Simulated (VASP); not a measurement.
BaGe, 4 atoms in the cell. The structure is orthorhombic, space group Cmcm (No. 63). The conventional cell has a = 4.683 Å, b = 12.376 Å, c = 4.615 Å, α = 90.00°, β = 90.00°, γ = 90.00°. Ba (site symmetry m2m) has 7 Ge at 3.44 to 3.60 Å and 10 Ba at 4.19 to 4.68 Å within 4.7 Å. Within 3.7 Å of Ge (site symmetry m2m) lie 2 Ge at 2.80 Å and 7 Ba at 3.44 to 3.60 Å. 

| Item | Value |
| --- | --- |
| Program | VASP 6.6.1 |
| Task | relaxation of cell and atoms |
| Functional | PBEsol |
| Potentials or basis | VASP PAW PBE potentials, release 64 (Ba_sv, Ge_d) |
| Cutoff | 500 eV |
| k mesh | 8 × 8 × 8 |
| Occupations | gaussian, width 0.05 eV |
| Spin | no spin polarisation |
| Dipole correction | no |
| Further INCAR settings | ALGO = Normal; EDIFF = 1e-07; IBRION = 2; EDIFFG = -0.01; NSW = 80; ISIF = 3 |

Potentials or basis: VASP PAW PBE potentials, release 64 (Ba_sv, Ge_d).

Launch:

```console
$ cat potpaw_PBE.64/Ba_sv/POTCAR potpaw_PBE.64/Ge_d/POTCAR > POTCAR
$ mpirun -np 1 vasp_std > vasp.out
```

Hardware: 1 thread of Oxide Virtual Turin-like Processor, on a shared host.

Problem. How long does it take, and how much memory?

Solution. Run time: 39 min on 1 thread of Oxide Virtual Turin-like Processor, with other jobs on the host, peak memory 0.51 GiB. Counts: scf iterations 106, k points 105, ion steps 12.
